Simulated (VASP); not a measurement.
A run of VASP 6.6.1 is set up as follows.

File INCAR:

```
PREC = Accurate
ENCUT = 520
EDIFF = 1E-6
ISMEAR = 0
SIGMA = 0.1
LREAL = F
LASPH = T
NELM = 100
ALGO = Normal
ISIF = 2
LWAVE = F
LCHARG = F
GGA = PE
NBANDS = 39
```

File KPOINTS:

```
Automatic mesh
0
Gamma
  4 4 4
```

POSCAR

```
Cd2S
1.0
    5.8991282299      0.0000000000      0.0000000000
    0.0000000000      5.8991282299      0.0000000000
    0.0000000000      0.0000000000      5.8991282299
Cd S
4 2
Direct
    0.2500000000      0.2500000000      0.2500000000
    0.2500000000      0.7500000000      0.7500000000
    0.7500000000      0.7500000000      0.2500000000
    0.7500000000      0.2500000000      0.7500000000
    0.0000000000      0.0000000000      0.0000000000
    0.5000000000      0.5000000000      0.5000000000
```

Potentials or basis: VASP PAW PBE potentials, release 64 (Cd, S).

Launch:

```sh
$ cat potpaw_PBE.64/Cd/POTCAR potpaw_PBE.64/S/POTCAR > POTCAR
$ mpirun -np 1 vasp_std > vasp.out
```

(1) Estimate the pressure.

(2) Predict the band gap on the k mesh.

Answers

(1) 0.4 GPa.

(2) zero (bands 30 and 31 overlap by 1.03 eV).
